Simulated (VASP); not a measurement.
RuSe:

```xyz
2
Lattice="0.0000 2.7324 2.7324 2.7324 0.0000 2.7324 2.7324 2.7324 0.0000" Properties=species:S:1:pos:R:3 pbc="T T T"
Ru    0.0000    0.0000    0.0000
Se    1.3662    1.3662    1.3662
```

Base run:

| Quantity | Value |
| --- | --- |
| Program | VASP 6.6.1 |
| Functional | r2SCAN |
| Potentials or basis | VASP PAW PBE potentials, release 64 (Ru_pv, Se) |
| Cutoff | 520 eV |
| k mesh | 10 × 10 × 10 |
| Occupations | gaussian, width 0.05 eV |
| Spin | no spin polarisation |

Its results: band gap on the k mesh zero (band 10 reaches 8.96 eV, above the bottom of band 11 at 6.10 eV); pressure 0.1 GPa.

The run is repeated on the same cell with these changes: hubbard terms from none to Ru d U = 5.0 eV. What comes out?

Band gap on the k mesh zero (band 10 reaches 8.99 eV, above the bottom of band 11 at 6.22 eV); pressure 0.9 GPa.

Caveats: the PAW data sets were made with another functional, which shifts forces and pressure a little; U without spin polarisation on a metal has little footing (some runs).
